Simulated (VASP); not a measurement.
# Ir (P6_3/mmc) in VASP: further runs

Runs on Ir. Level: PBE. Tasks: single point.

Program: VASP 6.6.1. These are calculated values, not measurements. Logs are shortened: lines on timing, memory, paths and dates and some standing lists are left out, and cuts for length are marked.

## Step 1: The cell of the first run

Symmetry: P6_3/mmc, No. 194, hexagonal system. Conventional cell: a = 2.701 Å, b = 2.701 Å, c = 4.382 Å, α = 90.00°, β = 90.00°, γ = 120.00°. Within 3.5 Å of Ir (site symmetry -6m2) lie 12 Ir at 2.69 to 2.70 Å.

## Step 2: Single point, PBE

The input, INCAR:

```
SYSTEM = Ir
PREC = Accurate
ENCUT = 520
EDIFF = 1E-6
ISMEAR = -1
SIGMA = 0.05
LREAL = .FALSE.
LASPH = .TRUE.
NELM = 100
ALGO = Normal
ISIF = 2
LWAVE = .FALSE.
LCHARG = .FALSE.
GGA = PE
NBANDS = 16
```

The input, KPOINTS:

```
Automatic mesh
0
G
  11 11 6
  0 0 0
```

The input, POSCAR:

```
Ir
1.0
    2.7012436507      0.0000000000      0.0000000000
   -1.3506218253      2.3393456233      0.0000000000
    0.0000000000      0.0000000000      4.3822739604
Ir
2
Direct
    0.3333333333      0.6666666667      0.2500000000
    0.6666666667      0.3333333333      0.7500000000
```

Potentials or basis: VASP PAW PBE potentials, release 64 (Ir).

The run is started by

```console
cat potpaw_PBE.64/Ir/POTCAR > POTCAR
mpirun -np 1 vasp_std > vasp.out
```

OUTCAR:

```text
SYSTEM = Ir
   PREC = Accurate
   ENCUT = 520
   EDIFF = 1E-6
   ISMEAR = -1
   LREAL = .FALSE.
   LASPH = .TRUE.
   NELM = 100
   ISIF = 2
   GGA = PE

 ion  position               nearest neighbor table
   1  0.333  0.667  0.250-   2 2.69   2 2.69   2 2.69   2 2.69   2 2.69   2 2.69
   2  0.667  0.333  0.750-   1 2.69   1 2.69   1 2.69   1 2.69   1 2.69   1 2.69

  LATTYP: Found a hexagonal cell.
 ALAT       =     2.7012436507
 C/A-ratio  =     1.6223171720

  Lattice vectors:

 A1 = (   2.7012436507,   0.0000000000,   0.0000000000)
 A2 = (  -1.3506218253,   2.3393456233,   0.0000000000)
 A3 = (   0.0000000000,   0.0000000000,   4.3822739604)

Analysis of symmetry for initial positions (statically):
=====================================================================
 Subroutine PRICEL returns:
 Original cell was already a primitive cell.

 Routine SETGRP: Setting up the symmetry group for a
 hexagonal supercell.

 Subroutine GETGRP returns: Found 24 space group operations
 (whereof 12 operations were pure point group operations)
 out of a pool of 24 trial point group operations.

The static configuration has the point symmetry D_3d.
 The point group associated with its full space group is D_6h.

Analysis of symmetry for dynamics (positions and initial velocities):
=====================================================================
 Subroutine PRICEL returns:
 Original cell was already a primitive cell.

 Routine SETGRP: Setting up the symmetry group for a
 hexagonal supercell.

 Subroutine GETGRP returns: Found 24 space group operations
 (whereof 12 operations were pure point group operations)
 out of a pool of 24 trial point group operations.

The dynamic configuration has the point symmetry D_3d.
 The point group associated with its full space group is D_6h.

 Subroutine INISYM returns: Found 24 space group operations
 (whereof 12 operations are pure point group operations),
 and found     1 'primitive' translations

----------------------------------------------------------------------------------------

                                     Primitive cell

  volume of cell :      27.6922

  direct lattice vectors                    reciprocal lattice vectors
     2.701243651  0.000000000  0.000000000     0.370199852  0.213734984  0.000000000
    -1.350621825  2.339345623  0.000000000     0.000000000  0.427469969  0.000000000
     0.000000000  0.000000000  4.382273960     0.000000000  0.000000000  0.228192032

  length of vectors
     2.701243651  2.701243651  4.382273960     0.427469969  0.427469969  0.228192032

  position of ions in fractional coordinates (direct lattice)
     0.333333333  0.666666667  0.250000000
     0.666666667  0.333333333  0.750000000

  ion indices of the primitive-cell ions
   primitive index   ion index
                 1           1
                 2           2

----------------------------------------------------------------------------------------

 KPOINTS: Automatic mesh

Automatic generation of k-mesh.
 Grid dimensions read from file:
 generate k-points for:   11   11    6

 Generating k-lattice:

  Cartesian coordinates                     Fractional coordinates (reciprocal lattice)
     0.033654532  0.019430453  0.000000000     0.090909091  0.000000000  0.000000000
     0.000000000  0.038860906  0.000000000     0.000000000  0.090909091  0.000000000
     0.000000000  0.000000000  0.038032005     0.000000000  0.000000000  0.166666667

  Length of vectors
     0.038860906  0.038860906  0.038032005

  Shift w.r.t. Gamma in fractional coordinates (k-lattice)
     0.000000000  0.000000000  0.000000000

 Subroutine IBZKPT returns following result:
 ===========================================

 Found     64 irreducible k-points:

 Following reciprocal coordinates:
            Coordinates               Weight
  0.000000  0.000000  0.000000      1.000000
  0.090909  0.000000  0.000000      6.000000
  0.181818  0.000000  0.000000      6.000000
  0.272727  0.000000  0.000000      6.000000
  0.363636  0.000000  0.000000      6.000000
  0.454545  0.000000  0.000000      6.000000
[... 16 lines left out ...]
  0.090909  0.090909  0.166667     12.000000
  0.181818  0.090909  0.166667     24.000000
 [... further k-points ...]
   k-points           NKPTS =     64   k-points in BZ     NKDIM =     64   number of bands    NBANDS=     16
   number of dos      NEDOS =    301   number of ions     NIONS =      2
   total plane-waves  NPLWV =  14400
   dimension x,y,z NGX =    20 NGY =   20 NGZ =   36
   dimension x,y,z NGXF=    40 NGYF=   40 NGZF=   72
   ions per type =               2
   NGX,Y,Z   is equivalent  to a cutoff of  12.31, 12.31, 13.66 a.u.
   NGXF,Y,Z  is equivalent  to a cutoff of  24.62, 24.62, 27.31 a.u.
 SYSTEM =  Ir
   PREC   = accura    normal or accurate (medium, high low for compatibility)
   ISTART =      0    job   : 0-new  1-cont  2-samecut
   ICHARG =      2    charge: 1-file 2-atom 10-const
   ISPIN  =      1    spin polarized calculation?
   LNONCOLLINEAR =      F non collinear calculations
   LSORBIT =      F    spin-orbit coupling
   LASPH  =      T    aspherical Exc in radial PAW
   ENCUT  =  520.0 eV  38.22 Ry    6.18 a.u.   5.02  5.02  8.15*2*pi/ulx,y,z
   NELM   =    100;   NELMIN=  2; NELMDL= -5     # of ELM steps
   EDIFF  = 0.1E-05   stopping-criterion for ELM
   LREAL  =      F    real-space projection
   EDIFFG = 0.1E-04   stopping-criterion for IOM
   NSW    =      0    number of steps for IOM
   IBRION =     -1    ionic relax: 0-MD 1-quasi-New 2-CG
   NFREE  =      0    steps in history (QN), initial steepest desc. (CG)
   ISIF   =      2    stress and relaxation
   ISYM   =      2    0-nonsym 1-usesym 2-fastsym
   POTIM  = 0.5000    time-step for ionic-motion
   TEBEG  =    0.0;   TEEND  =   0.0 temperature during run
   PSTRESS=    0.0 pullay stress
   NELECT =      18.0000    total number of electrons
   NUPDOWN=      -1.0000    fix difference up-down
   EMIN   =  10.00;   EMAX   =-10.00  energy-range for DOS
   EFERMI =   0.00;   METHOD = LEGACY
   ISMEAR =    -1;   SIGMA  =   0.05  broadening in eV -4-tet -1-fermi 0-gaus
   EFERMI_NEDOS =   21; number of points for ismear=-14 and -15
   IALGO  =     38    algorithm
   IMIX   =      4    mixing-type and parameters
     AMIX     =   0.40;   BMIX     =  1.00
     AMIX_MAG =   1.60;   BMIX_MAG =  1.00
  volume/ion in A,a.u.               =      13.85        93.44
  Fermi-wavevector in a.u.,A,eV,Ry     =   1.418120  2.679859 27.362207  2.011066
  Thomas-Fermi vector in A             =   2.539279
   LORBIT       =      0    0 simple, 1 ext, 2 COOP (PROOUT), +10 PAW based schemes
   GGA     = PE    functional components
   LHFCALC =     F    Hartree Fock is set to
   AEXX    =    0.0000 exact exchange contribution
   IVDW    =     0    specifies the selected vdW correction
   LEPSILON=     F    determine dielectric tensor
   LRPA    =     F    only Hartree local field effects (RPA)
 non-spin polarized calculation
  energy-cutoff  :      520.00
  volume of cell :       27.69
 maximum number of plane-waves:       768
 NGX is ok and might be reduce to    20
   NGX =  9   NGY =  9   NGZ = 17

 number of electron      18.0000001 magnetization

 Free energy of the ion-electron system (eV)
  ---------------------------------------------------
  ext. energy  EPLUGINS =         0.00000000
  ---------------------------------------------------
  free energy    TOTEN  =       -17.44403631 eV

  energy without entropy =      -17.42043606  energy(sigma->0) =      -17.43223619

 E-fermi :  10.8952     XC(G=0): -14.1170

 val. band max:       10.8806468277   @ k =   0.3636   0.1818   0.1667
 cond. band min:      10.8998464665   @ k =   0.2727   0.0909   0.3333
 fundamental gap:      0.0191996389
 Fermi energy:        10.8951574269

 k-point     1 :       0.0000    0.0000    0.0000
  band No.  band energies     occupation
      1      -0.5694      2.00000
      2       2.4759      2.00000
      3       6.8129      2.00000
      4       6.9214      2.00000
      5       6.9214      2.00000
      6       7.6067      2.00000
[... 8 lines left out ...]
     15      27.3104      0.00000
     16      28.4420      0.00000

 k-point     2 :       0.0909    0.0000    0.0000
  band No.  band energies     occupation
      1      -0.2402      2.00000
      2       2.7670      2.00000
      3       6.3595      2.00000
      4       7.2022      2.00000
      5       7.2855      2.00000
      6       7.4571      2.00000
[... 8 lines left out ...]
     15      27.7369      0.00000
     16      28.9556      0.00000

 k-point     3 :       0.1818    0.0000    0.0000
  band No.  band energies     occupation
      1       0.6701      2.00000
      2       3.4480      2.00000
      3       5.8346      2.00000
      4       6.5440      2.00000
      5       6.9699      2.00000
      6       7.7635      2.00000
[... 8 lines left out ...]
     15      28.0767      0.00000
     16      28.9340      0.00000

 k-point     4 :       0.2727    0.0000    0.0000
  band No.  band energies     occupation
      1       1.8782      2.00000
      2       3.7378      2.00000
      3       5.2211      2.00000
      4       5.8858      2.00000
      5       6.8075      2.00000
      6       7.2593      2.00000
[... 8 lines left out ...]
     15      26.5286      0.00000
     16      26.5498      0.00000

 k-point     5 :       0.3636    0.0000    0.0000
  band No.  band energies     occupation
      1       2.8091      2.00000
      2       3.4227      2.00000
      3       4.2863      2.00000
      4       6.4364      2.00000
      5       6.8619      2.00000
      6       7.3660      2.00000
[... 8 lines left out ...]
     15      24.2557      0.00000
     16      25.2858      0.00000

 k-point     6 :       0.4545    0.0000    0.0000
  band No.  band energies     occupation
      1       3.0600      2.00000
      2       3.2286      2.00000
      3       3.8054      2.00000
      4       6.6468      2.00000
      5       7.1759      2.00000
      6       7.2274      2.00000
[... 8 lines left out ...]
     15      22.7304      0.00000
     16      23.0850      0.00000

 k-point     7 :       0.0909    0.0909    0.0000
  band No.  band energies     occupation
      1       0.3845      2.00000
      2       3.2810      2.00000
      3       5.8955      2.00000
      4       7.0323      2.00000
      5       7.1411      2.00000
      6       7.6561      2.00000
[... 8 lines left out ...]
     15      28.4549      0.00000
     16      28.5097      0.00000

 k-point     8 :       0.1818    0.0909    0.0000
  band No.  band energies     occupation
      1       1.4851      2.00000
      2       3.9329      2.00000
      3       5.4710      2.00000
      4       5.7331      2.00000
      5       6.8391      2.00000
      6       7.1242      2.00000
[... 8 lines left out ...]
     15      26.3284      0.00000
     16      27.5075      0.00000

 k-point     9 :       0.2727    0.0909    0.0000
  band No.  band energies     occupation
      1       2.6582      2.00000
      2       3.8493      2.00000
      3       4.6708      2.00000
      4       5.8080      2.00000
      5       6.7567      2.00000
      6       7.0344      2.00000
[... 8 lines left out ...]
     15      24.1337      0.00000
     16      26.1054      0.00000
[... 172 lines left out ...]
 k-point    19 :       0.1818    0.0000    0.1667
  band No.  band energies     occupation
      1       0.9439      2.00000
      2       3.5232      2.00000
      3       5.9016      2.00000
      4       6.0547      2.00000
      5       6.7504      2.00000
      6       7.5069      2.00000
[... 8 lines left out ...]
     15      27.5988      0.00000
     16      28.5096      0.00000

 k-point    20 :       0.2727    0.0000    0.1667
  band No.  band energies     occupation
      1       2.0318      2.00000
      2       3.8579      2.00000
      3       5.0775      2.00000
      4       5.8705      2.00000
      5       6.5320      2.00000
      6       7.3886      2.00000
[... 8 lines left out ...]
     15      26.6956      0.00000
     16      27.0592      0.00000

 k-point    21 :       0.3636    0.0000    0.1667
  band No.  band energies     occupation
      1       2.6775      2.00000
      2       3.5193      2.00000
      3       4.6214      2.00000
      4       5.6485      2.00000
      5       7.0768      2.00000
      6       7.3413      2.00000
[... 8 lines left out ...]
     15      24.9355      0.00000
     16      25.2601      0.00000

 k-point    22 :       0.4545    0.0000    0.1667
  band No.  band energies     occupation
      1       2.7539      2.00000
      2       3.2003      2.00000
      3       4.4974      2.00000
      4       5.6058      2.00000
      5       6.8888      2.00000
      6       7.7596      2.00000
[... 8 lines left out ...]
     15      23.5108      0.00000
     16      24.1552      0.00000

 k-point    23 :       0.0909    0.0909    0.1667
  band No.  band energies     occupation
      1       0.6737      2.00000
      2       3.3420      2.00000
      3       5.9587      2.00000
      4       6.3326      2.00000
      5       6.9092      2.00000
      6       7.4118      2.00000
[... 8 lines left out ...]
     15      28.2169      0.00000
     16      28.5508      0.00000

 k-point    24 :       0.1818    0.0909    0.1667
  band No.  band energies     occupation
      1       1.7068      2.00000
      2       4.0529      2.00000
      3       5.3488      2.00000
      4       5.5860      2.00000
      5       6.6130      2.00000
      6       7.2658      2.00000
[... 8 lines left out ...]
     15      26.5242      0.00000
     16      27.6395      0.00000

 [... further k-points ...]

------------------------ aborting loop because EDIFF is reached ----------------------------------------

  FORCE on cell =-STRESS in cart. coord.  units (eV):
  Direction    XX          YY          ZZ          XY          YZ          ZX
  --------------------------------------------------------------------------------------
  -------------------------------------------------------------------------------------
  Total        3.5819347      3.5819347      3.5923236      0.0000000      0.0000000      0.0000000
  in kB      207.2385618    207.2385618    207.8396298      0.0000000      0.0000000      0.0000000
  external PRESSURE =     207.4389178 kB  Pullay stress =       0.0000000 kB

 VOLUME and BASIS-vectors are now :
 -----------------------------------------------------------------------------
  energy-cutoff  :      520.00
  volume of cell :       27.69
      direct lattice vectors                 reciprocal lattice vectors
     2.701243651  0.000000000  0.000000000     0.370199852  0.213734984  0.000000000
    -1.350621825  2.339345623  0.000000000     0.000000000  0.427469969  0.000000000
     0.000000000  0.000000000  4.382273960     0.000000000  0.000000000  0.228192032

 POSITION                                       TOTAL-FORCE (eV/Angst)
 -----------------------------------------------------------------------------------
     -0.00000      1.55956      1.09557         0.000000      0.000000      0.000000
      1.35062      0.77978      3.28671        -0.000000      0.000000      0.000000
 -----------------------------------------------------------------------------------
    total drift:                               -0.000000      0.000000     -0.000000

  FREE ENERGIE OF THE ION-ELECTRON SYSTEM (eV)
  ---------------------------------------------------
  free  energy   TOTEN  =       -17.4440363146 eV

  energy  without entropy=      -17.4204360574  energy(sigma->0) =      -17.43223619
```

It took 9.9 s on 1 thread of Intel Xeon 6975P-C (Granite Rapids), shared host; peak memory 0.15 GiB.

What came out:

```yaml
Free_energy: -17.4440 eV
Pressure: 20.7 GPa
Band_gap_on_the_k_mesh: zero (band 9 reaches 11.92 eV, above the bottom of band 10 at 8.55 eV)
```

Caveat: spin-orbit coupling is left out, which moves the levels of the heavy elements.

## Step 3: Single point, PBE

This run uses another cell than the first one, of 14.37 Å³/atom, 1.038 times its volume.

The input, INCAR:

```
ALGO = Fast
EDIFF = 1E-6
ENCUT = 520
GGA = PE
ISIF = 2
ISMEAR = -1
LASPH = True
LCHARG = False
LREAL = False
LWAVE = False
NBANDS = 16
NELM = 100
PREC = Accurate
SIGMA = 0.05
```

The input, KPOINTS:

```
k-points
0
Gamma
  11 11 6
```

The input, POSCAR:

```
Ir
1.0
    2.7356048952      0.0000000000      0.0000000000
   -1.3678024476      2.3691033340      0.0000000000
    0.0000000000      0.0000000000      4.4336547811
Ir
2
Direct
    0.3333333333      0.6666666667      0.2500000000
    0.6666666667      0.3333333333      0.7500000000
```

Potentials or basis: VASP PAW PBE potentials, release 64 (Ir).

The run is started by

```console
cat potpaw_PBE.64/Ir/POTCAR > POTCAR
mpirun -np 1 vasp_std > vasp.out
```

It took 15 s on 1 thread of Intel Xeon 6975P-C (Granite Rapids), shared host; peak memory 0.15 GiB.

Results (log left out):

| Item | Value |
| --- | --- |
| Free energy | -17.5284 eV |
| Pressure | 5.6 GPa |
| Band gap on the k mesh | zero (band 9 reaches 11.20 eV, above the bottom of band 10 at 8.03 eV) |

Levels at points of the mesh, in eV from the Fermi level:
```tsv
k point	band 7	band 8	band 9	band 10	band 11	band 12
(0.00, 0.00, 0.00)	-3.10	-2.33	-2.33	-0.76	0.28	0.28
(0.00, 0.00, 0.50)	-3.87	-3.87	-0.45	-0.45	-0.45	-0.45
```

Caveat: spin-orbit coupling is left out, which moves the levels of the heavy elements.
